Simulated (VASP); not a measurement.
Set up this calculation in VASP 6.6.1, as the native input.

```yaml
Task: relaxation of cell and atoms
Functional: PBE
Potentials_or_basis: VASP PAW PBE potentials, release 64 (K_sv, Ru_pv)
Cutoff: 600 eV
k_mesh: 6 × 6 × 6
Occupations: gaussian, width 0.1 eV
Spin: no spin polarisation
Dipole_correction: no
Further_INCAR_settings: ALGO = Normal; EDIFF = 1e-07; IBRION = 2; EDIFFG = -0.01; NSW = 100; ISIF = 3
```

The structure of K4Ru lies in POSCAR:

```
K4Ru
1.0
    6.2624729552      0.0000000000      0.0000000000
    0.0000000000      6.2624729552      0.0000000000
    0.0000000000      0.0000000000      6.2624729552
K Ru
4 1
Direct
    0.5000000000      0.0000000000      0.0000000000
    0.0000000000      0.5000000000      0.0000000000
    0.0000000000      0.0000000000      0.5000000000
    0.5000000000      0.5000000000      0.5000000000
    0.0000000000      0.0000000000      0.0000000000
```

These files were run (other wordings do the same):

INCAR

```
  ALGO = Normal
  EDIFF = 1E-7
  EDIFFG = -0.01
  ENCUT = 600
  GGA = PE
  IBRION = 2
  ISIF = 3
  ISMEAR = 0
  LASPH = T
  LCHARG = F
  LREAL = F
  LWAVE = F
  NELM = 100
  NSW = 100
  PREC = Accurate
  SIGMA = 0.1
```

KPOINTS

```
k-points
0
Gamma
  6 6 6
```

Potentials or basis: VASP PAW PBE potentials, release 64 (K_sv, Ru_pv).

Run with:

```sh
$ cat potpaw_PBE.64/K_sv/POTCAR potpaw_PBE.64/Ru_pv/POTCAR > POTCAR
$ mpirun -np 1 vasp_std > vasp.out
```

It gave:

```
Relaxed volume                         : 50.94 Å³/atom
Relaxed cell                           : a = 6.339 Å, b = 6.339 Å, c = 6.339 Å, α = 90.00°, β = 90.00°, γ = 90.00°
Space group after relaxing (to 0.05 Å) : Pm-3m (No. 221)
Energy gained by relaxing              : 1.6 meV/atom
Ionic steps                            : 3
Pressure after relaxing                : 0.0 GPa
Band gap on the k mesh                 : zero (band 25 reaches 0.54 eV, above the bottom of band 26 at 0.48 eV)
```

It took 6.2 min on 1 thread of Intel(R) Xeon(R) 6975P-C (Granite Rapids), on a shared host, peak memory 0.46 GiB.
